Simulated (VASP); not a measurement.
# Al12H in VASP: further runs

The runs below take Al12H through single point, with PBE.

Program: VASP 6.6.1. These are calculated values, not measurements. Logs are shortened: lines on timing, memory, paths and dates and some standing lists are left out, and cuts for length are marked.

## Step 1: The cell of the first run

The cell holds a slab with vacuum, 13 atoms: a = 5.714 Å, b = 5.714 Å, c = 21.601 Å, α = 90.00°, β = 90.00°, γ = 120.00°.

## Step 2: Single point, PBE, collinear spin

INCAR

```
SYSTEM = Al12H
ALGO     = Normal         ! electronic algorithm
DIPOL    = 0.5 0.5 0.302
EDIFF    = 1E-6           ! SCF threshold, eV
ENCUT    = 520            ! plane-wave cutoff, eV
GGA      = PE             ! functional
IDIPOL   = 3            
ISIF     = 2              ! what is computed and relaxed
ISMEAR   = 0              ! smearing method
ISPIN    = 2              ! spin polarisation
LASPH    = .TRUE.         ! aspherical terms in the spheres
LCHARG   = .TRUE.         ! write CHGCAR
LDIPOL   = .TRUE.       
LELF     = .TRUE.         ! ELF
LORBIT   = 11             ! projections on sites
LREAL    = .FALSE.        ! projectors in reciprocal space
LVACPOTAV= .TRUE.       
LVHAR    = .TRUE.       
LWAVE    = .FALSE.        ! write WAVECAR
MAGMOM   = 0 0 0 0 0 0 0 0 0 0 0 0 1 ! initial moments
NBANDS   = 34             ! bands
NELM     = 150            ! most SCF steps
PREC     = Accurate       ! precision mode
SIGMA    = 0.1            ! smearing width, eV
```

KPOINTS

```
k-points
0
G
  6 6 1
  0 0 0
```

POSCAR

```
Al12H
1.0
    5.7135165838      0.0000000000      0.0000000000
   -2.8567582919      4.9480505065      0.0000000000
    0.0000000000      0.0000000000     21.6013781936
Al H
12 1
Direct
    0.3333333333      0.1666666667      0.1851733702
    0.3333333333      0.6666666667      0.1851733702
    0.8333333333      0.1666666667      0.1851733702
    0.8333333333      0.6666666667      0.1851733702
    0.1666666667      0.3333333333      0.2916813828
    0.1666666667      0.8333333333      0.2916813828
    0.6666666667      0.3333333333      0.2916813828
    0.6666666667      0.8333333333      0.2916813828
    0.0000000000      0.0000000000      0.3981865470
    0.0000000000      0.5000000000      0.3981865470
    0.5000000000      0.0000000000      0.3981865470
    0.5000000000      0.5000000000      0.3981865470
    0.1666666667     -0.1666666667      0.4301289534
```

Potentials or basis: VASP PAW PBE potentials, release 64 (Al, H).

On the command line:

```
cat potpaw_PBE.64/Al/POTCAR potpaw_PBE.64/H/POTCAR > POTCAR
mpirun -np 1 vasp_std > vasp.out
```

OUTCAR:

```text
SYSTEM = Al12H
   EDIFF = 1E-6
   ENCUT = 520
   GGA = PE
   ISIF = 2
   ISMEAR = 0
   ISPIN = 2
   LASPH = .TRUE.
   LORBIT = 11
   LREAL = .FALSE.
   NELM = 150
   PREC = Accurate

 ion  position               nearest neighbor table
   1  0.333  0.167  0.185-   5 2.83   6 2.83   7 2.83   4 2.86   2 2.86   2 2.86   4 2.86   3 2.86
                             3 2.86
   2  0.333  0.667  0.185-   6 2.83   5 2.83   8 2.83   3 2.86   1 2.86   1 2.86   3 2.86   4 2.86
                             4 2.86
   3  0.833  0.167  0.185-   7 2.83   8 2.83   5 2.83   4 2.86   2 2.86   4 2.86   2 2.86   1 2.86
                             1 2.86
   4  0.833  0.667  0.185-   8 2.83   7 2.83   6 2.83   3 2.86   1 2.86   3 2.86   1 2.86   2 2.86
                             2 2.86
   5  0.167  0.333  0.292-   9 2.83  12 2.83  10 2.83   1 2.83   2 2.83   3 2.83   8 2.86   6 2.86
                             6 2.86   8 2.86   7 2.86   7 2.86
   6  0.167  0.833  0.292-  10 2.83  11 2.83   9 2.83   2 2.83   1 2.83   4 2.83   7 2.86   5 2.86
                             5 2.86   7 2.86   8 2.86   8 2.86
   7  0.667  0.333  0.292-  11 2.83  10 2.83  12 2.83   3 2.83   4 2.83   1 2.83   8 2.86   6 2.86
                             8 2.86   6 2.86   5 2.86   5 2.86
   8  0.667  0.833  0.292-  12 2.83   9 2.83  11 2.83   4 2.83   3 2.83   2 2.83   7 2.86   5 2.86
                             7 2.86   5 2.86   6 2.86   6 2.86
   9  0.000  0.000  0.398-  13 1.79   5 2.83   8 2.83   6 2.83  12 2.86  10 2.86  10 2.86  12 2.86
                            11 2.86  11 2.86
  10  0.000  0.500  0.398-  13 1.79   6 2.83   7 2.83   5 2.83  11 2.86   9 2.86   9 2.86  11 2.86
                            12 2.86  12 2.86
  11  0.500  0.000  0.398-  13 1.79   7 2.83   6 2.83   8 2.83  12 2.86  10 2.86  12 2.86  10 2.86
                             9 2.86   9 2.86
  12  0.500  0.500  0.398-   8 2.83   5 2.83   7 2.83   9 2.86  11 2.86  11 2.86   9 2.86  10 2.86
                            10 2.86
  13  0.167  0.833  0.430-  10 1.79  11 1.79   9 1.79

  LATTYP: Found a hexagonal cell.
 ALAT       =     5.7135165838
 C/A-ratio  =     3.7807500647

  Lattice vectors:

 A1 = (   5.7135165838,   0.0000000000,   0.0000000000)
 A2 = (  -2.8567582919,   4.9480505065,   0.0000000000)
 A3 = (   0.0000000000,   0.0000000000,  21.6013781936)

Analysis of symmetry for initial positions (statically):
=====================================================================
 Subroutine PRICEL returns:
 Original cell was already a primitive cell.

 Routine SETGRP: Setting up the symmetry group for a
 hexagonal supercell.

 Subroutine GETGRP returns: Found  6 space group operations
 (whereof  2 operations were pure point group operations)
 out of a pool of 24 trial point group operations.

The static configuration has the point symmetry C_1h.
 The point group associated with its full space group is C_3v.

Analysis of symmetry for dynamics (positions and initial velocities):
=====================================================================
 Subroutine PRICEL returns:
 Original cell was already a primitive cell.

 Routine SETGRP: Setting up the symmetry group for a
 hexagonal supercell.

 Subroutine GETGRP returns: Found  6 space group operations
 (whereof  2 operations were pure point group operations)
 out of a pool of 24 trial point group operations.

The dynamic configuration has the point symmetry C_1h.
 The point group associated with its full space group is C_3v.

Analysis of structural, dynamic, and magnetic symmetry:
=====================================================================
 Subroutine PRICEL returns:
 Original cell was already a primitive cell.

 Routine SETGRP: Setting up the symmetry group for a
 hexagonal supercell.

 Subroutine GETGRP returns: Found  6 space group operations
 (whereof  2 operations were pure point group operations)
 out of a pool of 24 trial point group operations.

The overall configuration has the point symmetry C_1h.
 The point group associated with its full space group is C_3v.

 Subroutine INISYM returns: Found  6 space group operations
 (whereof  2 operations are pure point group operations),
 and found     1 'primitive' translations

----------------------------------------------------------------------------------------

                                     Primitive cell

  volume of cell :     610.6876
[... 102 lines left out ...]
   TEBEG  =    0.0;   TEEND  =   0.0 temperature during run
   PSTRESS=    0.0 pullay stress
   NELECT =      37.0000    total number of electrons
   NUPDOWN=      -1.0000    fix difference up-down
   EMIN   =  10.00;   EMAX   =-10.00  energy-range for DOS
   EFERMI =   0.00;   METHOD = LEGACY
   ISMEAR =     0;   SIGMA  =   0.10  broadening in eV -4-tet -1-fermi 0-gaus
   EFERMI_NEDOS =   21; number of points for ismear=-14 and -15
   IALGO  =     38    algorithm
   IMIX   =      4    mixing-type and parameters
     AMIX     =   0.40;   BMIX     =  1.00
     AMIX_MAG =   1.60;   BMIX_MAG =  1.00
  volume/ion in A,a.u.               =      46.98       317.01
  Fermi-wavevector in a.u.,A,eV,Ry     =   0.642987  1.215070  5.625093  0.413433
  Thomas-Fermi vector in A             =   1.709838
   LORBIT       =     11    0 simple, 1 ext, 2 COOP (PROOUT), +10 PAW based schemes
   GGA     = PE    functional components
   LHFCALC =     F    Hartree Fock is set to
   AEXX    =    0.0000 exact exchange contribution
   IVDW    =     0    specifies the selected vdW correction
   LEPSILON=     F    determine dielectric tensor
   LRPA    =     F    only Hartree local field effects (RPA)
 spin polarized calculation
 Gauss-broadening in eV      SIGMA  =   0.10
  energy-cutoff  :      520.00
  volume of cell :      610.69
 maximum number of plane-waves:     16489
   NGX = 21   NGY = 21   NGZ = 81

 dipolmoment           0.000000      0.000000      0.123820 electrons x Angstroem

 number of electron      37.0000001 magnetization       0.0001128

 dipolmoment           0.000000      0.000000     -0.014709 electrons x Angstroem

 Free energy of the ion-electron system (eV)
  ---------------------------------------------------
  ext. energy  EPLUGINS =         0.00000000
  ---------------------------------------------------
  free energy    TOTEN  =       -44.93389260 eV

  energy without entropy =      -44.91054671  energy(sigma->0) =      -44.92221965

 E-fermi :   0.0640     XC(G=0):  -4.1287

 val. band max:       -0.0096249284   @ k =   0.1667   0.1667   0.0000
 cond. band min:       0.0958831893   @ k =   0.1667   0.0000   0.0000
 fundamental gap:      0.1055081177
 Fermi energy:         0.0640432243

 spin component 1

 k-point     1 :       0.0000    0.0000    0.0000
  band No.  band energies     occupation
      1     -10.6984      1.00000
      2      -9.3242      1.00000
      3      -7.1516      1.00000
      4      -5.4176      1.00000
      5      -4.6846      1.00000
      6      -4.6846      1.00000
[... 220 lines left out ...]
     29       3.3233      0.00000
     30       3.3579      0.00000
 Fermi energy:         0.0640432243

 spin component 2

 k-point     1 :       0.0000    0.0000    0.0000
  band No.  band energies     occupation
      1     -10.6984      1.00000
      2      -9.3242      1.00000
      3      -7.1516      1.00000
      4      -5.4175      1.00000
      5      -4.6846      1.00000
      6      -4.6846      1.00000
[... 220 lines left out ...]
     29       3.3233      0.00000
     30       3.3580      0.00000
 [bands above 30 left out]

------------------------ aborting loop because EDIFF is reached ----------------------------------------

  FORCE on cell =-STRESS in cart. coord.  units (eV):
  Direction    XX          YY          ZZ          XY          YZ          ZX
  --------------------------------------------------------------------------------------
  -------------------------------------------------------------------------------------
  Total       -1.0849056     -1.0849056      1.8118763     -0.0000000      0.0000000      0.0000000
  in kB       -2.8463183     -2.8463183      4.7535718     -0.0000000      0.0000000      0.0000000
  external PRESSURE =      -0.3130216 kB  Pullay stress =       0.0000000 kB

 VOLUME and BASIS-vectors are now :
 -----------------------------------------------------------------------------
  energy-cutoff  :      520.00
  volume of cell :      610.69
      direct lattice vectors                 reciprocal lattice vectors
     5.713516584  0.000000000  0.000000000     0.175023558  0.101049898  0.000000000
    -2.856758292  4.948050506  0.000000000     0.000000000  0.202099796  0.000000000
     0.000000000  0.000000000 21.601378194     0.000000000  0.000000000  0.046293343

 POSITION                                       TOTAL-FORCE (eV/Angst)
 -----------------------------------------------------------------------------------
      1.42838      0.82468      4.00000         0.000000      0.077546     -0.042971
     -0.00000      3.29870      4.00000         0.067156     -0.038773     -0.042971
      4.28514      0.82468      4.00000         0.000000     -0.000000     -0.106606
      2.85676      3.29870      4.00000        -0.067156     -0.038773     -0.042971
      0.00000      1.64935      6.30072        -0.022735     -0.013126     -0.000607
     -1.42838      4.12338      6.30072         0.000000      0.000000     -0.081663
      2.85676      1.64935      6.30072         0.022735     -0.013126     -0.000607
      1.42838      4.12338      6.30072         0.000000      0.026252     -0.000607
      0.00000      0.00000      8.60138        -0.520160      0.300314     -0.169948
     -1.42838      2.47403      8.60138        -0.000000     -0.600629     -0.169948
      2.85676      0.00000      8.60138         0.520160      0.300314     -0.169948
      1.42838      2.47403      8.60138        -0.000000      0.000000      0.019470
     -1.42838      4.12338      9.29138         0.000000      0.000000      0.809378
 -----------------------------------------------------------------------------------
    total drift:                               -0.000000      0.000000     -0.000137

  FREE ENERGIE OF THE ION-ELECTRON SYSTEM (eV)
  ---------------------------------------------------
  free  energy   TOTEN  =       -44.9338925975 eV

  energy  without entropy=      -44.9105467073  energy(sigma->0) =      -44.92221965

 vacuum level on the upper side and lower side of the slab         3.861         3.953

 total charge

# of ion       s       p       d       tot
------------------------------------------
    1        0.452   0.312   0.000   0.764
    2        0.452   0.312   0.000   0.764
    3        0.451   0.311   0.000   0.762
    4        0.452   0.312   0.000   0.764
    5        0.441   0.338   0.000   0.779
    6        0.432   0.353   0.000   0.785
    7        0.441   0.338   0.000   0.779
    8        0.441   0.338   0.000   0.779
    9        0.447   0.320   0.000   0.768
   10        0.447   0.320   0.000   0.768
   11        0.447   0.320   0.000   0.768
   12        0.451   0.320   0.000   0.771
   13        0.560   0.020   0.000   0.580
--------------------------------------------------
tot          5.914   3.917   0.000   9.831

 magnetization (x)

# of ion       s       p       d       tot
------------------------------------------
    1       -0.000   0.000   0.000  -0.000
    2       -0.000   0.000   0.000  -0.000
    3       -0.000   0.000   0.000  -0.000
    4       -0.000   0.000   0.000  -0.000
    5       -0.000   0.000   0.000  -0.000
    6       -0.000   0.000   0.000  -0.000
    7       -0.000   0.000   0.000  -0.000
    8       -0.000   0.000   0.000  -0.000
    9        0.000   0.000   0.000   0.000
   10        0.000   0.000   0.000   0.000
   11        0.000   0.000   0.000   0.000
   12        0.000   0.000   0.000   0.000
   13        0.000   0.000   0.000   0.000
--------------------------------------------------
tot         -0.000   0.000   0.000   0.000
```

Wall time 9.6 min (1 thread of Intel Xeon Platinum 8375C at 2.90GHz (Ice Lake), shared host); peak memory 0.91 GiB.

What came out:

```
Free energy                                           : -44.9339 eV
Largest force                                         : 0.809 eV/Å
Net moment                                            : 0.00 μB per cell
Valence electrons inside the program's atomic spheres : Al 0.76, 0.78, 0.79, 0.77 (each value once); H 0.58
```

Forces on the atoms (eV/Å):
```
Al   0.000  0.078 -0.043
Al   0.067 -0.039 -0.043
Al   0.000  0.000 -0.107
Al  -0.067 -0.039 -0.043
Al  -0.023 -0.013 -0.001
Al   0.000  0.000 -0.082
Al   0.023 -0.013 -0.001
Al   0.000  0.026 -0.001
Al  -0.520  0.300 -0.170
Al   0.000 -0.601 -0.170
Al   0.520  0.300 -0.170
Al   0.000  0.000  0.019
H    0.000  0.000  0.809
```

Levels at points of the mesh, in eV from the Fermi level:
Spin up:
```
           k point  band 15  band 16  band 17  band 18  band 19  band 20  band 21  band 22
(0.00, 0.00, 0.00)    -2.87    -2.75    -1.42    -0.55    -0.55    -0.39    -0.17    -0.17
(0.50, 0.00, 0.00)    -0.54    -0.53    -0.32    -0.31     0.33     0.80     0.95     1.27
```
Spin down:
```csv
k point,band 16,band 17,band 18,band 19,band 20,band 21
"(0.00, 0.00, 0.00)",-2.75,-1.42,-0.55,-0.55,-0.39,-0.17
"(0.50, 0.00, 0.00)",-0.53,-0.32,-0.31,0.33,0.80,0.95
```

[end of part 1 of 2]
